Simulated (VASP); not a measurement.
Crystal: Sb.

```xyz
1
Lattice="3.0849 0.0000 0.0000 0.0000 3.0849 0.0000 0.0000 0.0000 3.0849" Properties=species:S:1:pos:R:3 pbc="T T T"
Sb    0.0000    0.0000    0.0000
```

- Program: VASP 6.6.1
- Task: relaxation of cell and atoms
- Functional: RPBE
- Potentials or basis: VASP PAW PBE potentials, release 64 (Sb)
- Cutoff: 600 eV
- k mesh: 10 × 10 × 10
- Occupations: fermi-dirac, width 0.1 eV
- Spin: no spin polarisation

At the start: pressure 2.4 GPa; volume 29.36 Å³/atom.

Q: Where does the relaxation end?

A: Over 3 steps the energy falls by 9.0 meV/atom and the volume is 30.60 Å³/atom (+4.2 %); space group Pm-3m (No. 221, to 0.05 Å).

The path:
```csv
step,energy change (eV),largest force (eV/Å),pressure (GPa),volume (Å³)
1,0.0000,0.0000,2.42,29.36
2,-0.0066,0.0000,-1.09,31.28
3,-0.0090,0.0000,0.01,30.60
```

Final structure:
```
Sb
1.0
     3.12779    0.00000    0.00000
     0.00000    3.12779    0.00000
     0.00000    0.00000    3.12779
Sb
1
Direct
  0.00000 0.00000 0.00000
```

Caveat: the PAW data sets were made with another functional, which shifts forces and pressure a little.
